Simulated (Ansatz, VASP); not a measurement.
# As: VASP beside Ansatz

File INCAR:

```
SYSTEM = As
PREC = Accurate ; ENCUT = 520
EDIFF = 1E-7 ; ISMEAR = -1
SIGMA = 0.1 ; LREAL = .FALSE.
LASPH = .TRUE. ; NELM = 60
ALGO = Normal ; ISIF = 2
LWAVE = .FALSE. ; LCHARG = .FALSE.
GGA = B5 ; ALDAX = 1.0
AGGAX = 1.0 ; AGGAC = 1.0
ALDAC = 0.0 ; NBANDS = 12
```

KPOINTS

```
regular mesh
0
G
  14 14 7
  0 0 0
```

File POSCAR:

```
As
1.0
    3.0568309303      0.0000000000      0.0000000000
   -1.5284154651      2.6472932407      0.0000000000
    0.0000000000      0.0000000000      5.5161706671
As
2
Direct
    0.3333333333      0.6666666667      0.2500000000
    0.6666666667      0.3333333333      0.7500000000
```

Input for Ansatz:

```yaml
crystal:
  lattice:
    - [3.0568309303, 0.0, 0.0]
    - [-1.5284154651, 2.6472932407, 0.0]
    - [0.0, 0.0, 5.5161706671]
  atoms:
    - { symbol: As, position: [0.3333333333, 0.6666666667, 0.25] }
    - { symbol: As, position: [0.6666666667, 0.3333333333, 0.75] }
hamiltonian:
  xc: blyp
  pseudopotentials:
    kind: paw
    azcp:
      As: "pseudopotentials/As.paw.azcp"
basis:
  ecutwfc: 420
  fft_grid_basis: typed
kpoints:
  mp_grid: { grid: [14, 14, 7], shift: [0, 0, 0] }
magnetization:
  spin_polarized: false
scf:
  occupations: { method: fermi_dirac, width: 0.1 }
  lower_state_search: "off"
output:
  stress: true
```

Alike in both runs: task single point; functional BLYP; k mesh 14 × 14 × 7; occupations fermi-dirac, width 0.1 eV; no spin polarisation.

```csv
,VASP,Ansatz
version,VASP 6.6.1,Ansatz 0.2.0
potentials or method,"VASP PAW PBE potentials, release 64 (As), cutoff 520 eV","plane waves (420 eV) with PAW, scalar-relativistic"
valence electrons in the cell,10,30
```

```tsv
	VASP	Ansatz	Ansatz less VASP
pressure (GPa)	-2.0	-2.2	-0.17
traceless stress, the component that is largest in VASP (GPa)	0.18	0.21	+0.032
```

VASP's potentials were made for PBE, not for BLYP. VASP's potentials hold 10 valence electrons a cell and Ansatz's 30, so a difference there can come from the potentials and not from the codes.
